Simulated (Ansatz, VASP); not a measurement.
## Two plane-wave programs on Mg2C

Contents of POSCAR:

```
Mg2C
1.0
    0.0000000000      2.7109426181      2.7109426181
    2.7109426181      0.0000000000      2.7109426181
    2.7109426181      2.7109426181      0.0000000000
C Mg
1 2
Direct
    0.0000000000      0.0000000000      0.0000000000
    0.2500000000      0.2500000000      0.2500000000
    0.7500000000      0.7500000000      0.7500000000
```

INCAR.step1

```
SYSTEM = Mg2C
ALGO = Normal ; EDIFF = 1E-5
ENCUT = 520 ; GGA = PE
ISIF = 2 ; ISMEAR = 0
LASPH = .True. ; LCHARG = .False.
LREAL = .False. ; LWAVE = .True.
NBANDS = 11 ; NELM = 100
PREC = Accurate ; SIGMA = 0.01
```

File INCAR.step2:

```
SYSTEM = Mg2C
AEXX = 0.2 ; ALGO = Normal
EDIFF = 1E-6 ; ENCUT = 520
GGA = PE ; ISIF = 2
ISMEAR = 0 ; ISTART = 1
LASPH = .True. ; LCHARG = .False.
LHFCALC = .True. ; LREAL = .False.
LWAVE = .False. ; NBANDS = 11
NELM = 100 ; PREC = Accurate
PRECFOCK = Normal ; SIGMA = 0.01
```

Contents of KPOINTS:

```
k-points
0
Gamma
  4 4 4
  0 0 0
```

Input for Ansatz:

```yaml
crystal:
  lattice:
    - [0.0, 2.7109426181, 2.7109426181]
    - [2.7109426181, 0.0, 2.7109426181]
    - [2.7109426181, 2.7109426181, 0.0]
  atoms:
    - { symbol: C, position: [0.0, 0.0, 0.0] }
    - { symbol: Mg, position: [0.25, 0.25, 0.25] }
    - { symbol: Mg, position: [0.75, 0.75, 0.75] }
kpoints:
  mp_grid: { grid: [4, 4, 4] }
hamiltonian:
  xc: { exchange: pbe, correlation: pbe, exx: { coeff: 0.2 } }
scf:
  occupations: { method: fixed }
  n_extra_bands: 4
output:
  forces: true
  stress: true
  eigenvalues: true
```

Alike in both runs: task single point; functional PBE-based global hybrid; k mesh 4 × 4 × 4; no spin polarisation.

|  | VASP | Ansatz |
| --- | --- | --- |
| version | VASP 6.6.1 | Ansatz 0.2.0 |
| potentials or method | VASP PAW PBE potentials, release 64 (C, Mg) | plane waves |
| plane-wave cutoff (eV) | 520 | 420 |
| occupations | gaussian, width 0.01 eV | fixed |
| valence electrons in the cell | 8 | 24 |

|  | VASP | Ansatz | Ansatz less VASP |
| --- | --- | --- | --- |
| gap on the k mesh at the Fermi level (eV) | 1.82 | 1.79 | -0.033 |
| pressure (GPa) | -0.4 | -0.2 | +0.20 |

VASP's potentials were made for PBE, not for PBE-based global hybrid. VASP's potentials hold 8 valence electrons a cell and Ansatz's 24, so a difference there can come from the potentials and not from the codes. Ansatz's warnings: stress exchange threshold loose, stress scf threshold loose.

The k mesh is coarse, so the values compare programs but aren't converged.
